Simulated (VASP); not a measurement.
Here is a VASP 6.6.1 calculation.

File INCAR:

```
SYSTEM = SiC
PREC = Accurate ; ENCUT = 520
EDIFF = 1E-6 ; ISMEAR = 0
SIGMA = 0.05 ; LREAL = .FALSE.
LASPH = .TRUE. ; NELM = 60
ALGO = Normal ; ISIF = 2
LWAVE = .FALSE. ; LCHARG = .TRUE.
LELF = .TRUE. ; LVHAR = .TRUE.
NBANDS = 16
```

The input KPOINTS:

```
Automatic mesh
0
G
  12 12 6
  0 0 0
```

File POSCAR:

```
SiC
1.0
    3.0036848971      0.0000000000      0.0000000000
   -1.5018424486      2.6012674258      0.0000000000
    0.0000000000      0.0000000000      5.1930708186
Si C
2 2
Direct
    0.3333333333      0.6666666667      0.0046041256
    0.6666666667      0.3333333333      0.5046041256
    0.3333333333      0.6666666667      0.3504926021
    0.6666666667      0.3333333333      0.8504926021
```

Potentials or basis: VASP PAW LDA potentials, release 64 (Si, C).

Command:

```bash
$ cat potpaw_LDA.64/Si/POTCAR potpaw_LDA.64/C/POTCAR > POTCAR
$ mpirun -np 1 vasp_std > vasp.out
```

Q: Predict the largest force.

A: 2.811 eV/Å.

Q: Predict the pressure.

A: 0.5 GPa.

Q: What does it give for the band gap on the k mesh?

A: 0.73 eV, indirect (least direct gap 3.83 eV).

Stress tensor (GPa, compression positive):
```
 4.68  0.00  0.00
 0.00  4.68  0.00
 0.00  0.00 -7.94
```

Caveat: forces of over 1 eV/Å act on the atoms, so gaps and moduli don't describe the material at rest. A k mesh can miss the band edges.
